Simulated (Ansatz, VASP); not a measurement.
## TaN: VASP beside Ansatz

The input INCAR:

```
ALGO     = Normal         # electronic algorithm
EDIFF    = 1E-6           # SCF threshold, eV
ENCUT    = 600            # plane-wave cutoff, eV
GGA_COMPAT= False        
ISIF     = 2              # what is computed and relaxed
ISMEAR   = -1             # smearing method
LASPH    = True           # aspherical terms in the spheres
LCHARG   = False          # write CHGCAR
LREAL    = False          # projectors in reciprocal space
LWAVE    = False          # write WAVECAR
NBANDS   = 16             # bands
NELM     = 120            # most SCF steps
PREC     = Accurate       # precision mode
SIGMA    = 0.05           # smearing width, eV
```

The input KPOINTS:

```
k-points
0
Gamma
  10 10 9
```

The input POSCAR:

```
TaN
1.0
    2.9182812851      0.0000000000      0.0000000000
   -1.4591406425      2.5273057282      0.0000000000
    0.0000000000      0.0000000000      2.8636504237
Ta N
1 1
Direct
    0.0000000000      0.0000000000      0.5000000000
    0.6666666667      0.3333333333      0.0000000000
```

The input input.yaml:

```yaml
crystal:
  lattice:
    - [2.9182812851, 0.0, 0.0]
    - [-1.4591406425, 2.5273057282, 0.0]
    - [0.0, 0.0, 2.8636504237]
  atoms:
    - { symbol: Ta, position: [0.0, 0.0, 0.5] }
    - { symbol: "N", position: [0.6666666667, 0.3333333333, 0.0] }
hamiltonian:
  xc: lda
  pseudopotentials: { kind: paw }
kpoints:
  mp_grid: { grid: [10, 10, 9] }
scf:
  occupations: { method: fermi_dirac, width: 0.05 }
output:
  forces: true
  stress: true
  eigenvalues: true
  write_density: true
  write_potential: true
  elf: true
  volumetric_format: npy
```

Alike in both runs: task single point; functional LDA; k mesh 10 × 10 × 9; occupations fermi-dirac, width 0.05 eV; no spin polarisation.

|  | VASP | Ansatz |
| --- | --- | --- |
| version | VASP 6.6.1 | Ansatz 0.2.0 |
| potentials or method | VASP PAW LDA potentials, release 64 (Ta_sv_GW, N) | Ansatz PAW |
| plane-wave cutoff (eV) | 600 | 420 |
| valence electrons in the cell | 18 | 18 |

```tsv
	VASP	Ansatz	Ansatz less VASP
gap on the k mesh at the Fermi level (eV)	none	none	-
pressure (GPa)	-3.4	-4.6	-1.20
traceless stress, the component that is largest in VASP (GPa)	-0.42	-0.52	-0.095
```

LDA's correlation is that of Perdew and Zunger in VASP and of Perdew and Wang (1992) in Ansatz. A gap of «none» marks a metal or a gap that the smearing closes.

Neither program's run includes spin-orbit coupling.
